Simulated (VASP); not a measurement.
Input of a VASP 6.6.1 run:

INCAR

```
SYSTEM = LiSi16
ALGO     = Normal         ! electronic algorithm
EDIFF    = 1E-7           ! SCF threshold, eV
ENCUT    = 520            ! plane-wave cutoff, eV
GGA      = CA             ! functional
ISIF     = 2              ! what is computed and relaxed
ISMEAR   = 0              ! smearing method
ISPIN    = 2              ! spin polarisation
LASPH    = .TRUE.         ! aspherical terms in the spheres
LCHARG   = .FALSE.        ! write CHGCAR
LORBIT   = 11             ! projections on sites
LREAL    = Auto         
LWAVE    = .FALSE.        ! write WAVECAR
MAGMOM   = 0 0 0 0 0 0 0 0 0 0 0 0 0 0 0 0 0 ! initial moments
NBANDS   = 52             ! bands
NELM     = 150            ! most SCF steps
PREC     = Accurate       ! precision mode
SIGMA    = 0.02           ! smearing width, eV
```

File KPOINTS:

```
k-points
0
G
  2 2 2
  0 0 0
```

The input POSCAR:

```
LiSi16
1.0
    0.0000000000      5.4300000000      5.4300000000
    5.4300000000      0.0000000000      5.4300000000
    5.4300000000      5.4300000000      0.0000000000
Si Li
16 1
Direct
    0.0070435543     -0.0220774401      0.0084461326
    0.1210272560      0.1191419890      0.1195156538
   -0.0082650092      0.0039817680      0.5023567219
    0.1186846225      0.1200232965      0.6419345304
   -0.0020669429      0.4968115101     -0.0008730203
    0.1300466851      0.6087645488      0.1315297422
   -0.0017516575      0.4963332413      0.5075586556
    0.1224774401      0.6297978821      0.6239802026
    0.5024994475      0.0038882136     -0.0087896869
    0.6407123389      0.1193425414      0.1188825046
    0.5017592081      0.0040547882      0.5021052486
    0.6186813076      0.1439238490      0.6184713628
    0.5064242173      0.4966682320     -0.0007614180
    0.6229696133      0.6305209945      0.1235561694
    0.4943511971      0.5162784530      0.4955213628
    0.6240668508      0.6296263352      0.6242845304
    0.2682281768      1.1942388582      0.2697491713
```

Potentials or basis: VASP PAW LDA potentials, release 64 (Si, Li_sv).

Launch:

```console
$ cat potpaw_LDA.64/Si/POTCAR potpaw_LDA.64/Li_sv/POTCAR > POTCAR
$ mpirun -np 1 vasp_std > vasp.out
```

(1) Estimate the net moment.

(2) Estimate the largest force.

Results:

(1) 0.00 μB per cell.

(2) 0.449 eV/Å.

Caveat: the k points lie up to 0.50 Å⁻¹ apart; no moment was typed at the start, so none could form.
